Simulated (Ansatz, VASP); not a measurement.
**Ti2O in VASP and in Ansatz**

```
Ti O
1.0
     2.95332    0.00000    0.00000
    -1.47666    2.55765    0.00000
     0.00000    0.00000    4.72922
Ti O
2 1
Direct
  0.66667 0.33333 0.26209
  0.33333 0.66667 0.73791
  0.00000 0.00000 0.00000
```

Alike in both runs: functional PBEsol; k mesh 18 × 18 × 10; occupations fermi-dirac, width 0.15 eV; no spin polarisation.

Ansatz relaxed the structure, and its values are those at the end. VASP's run is a single point on that final structure, the one shown.

|  | VASP | Ansatz |
| --- | --- | --- |
| version | VASP 6.6.1 | Ansatz 0.2.0 |
| potentials or method | VASP PAW PBE potentials, release 64 (Ti_sv, O), cutoff 520 eV | scalar-relativistic, plane waves, PAW |
| valence electrons in the cell | 30 | 30 |

Ansatz gave:

```
gap on the k mesh at the Fermi level (eV) : none
pressure (GPa)                            : 0.0
rms of the force components (eV/Å)        : 0.000
```

Q: Estimate VASP's values.

A: gap on the k mesh at the Fermi level (eV): none; pressure (GPa): 0.4; rms of the force components (eV/Å): 0.022.

VASP's potentials were made for PBE, not for PBEsol. A gap of «none» marks a metal or a gap that the smearing closes.
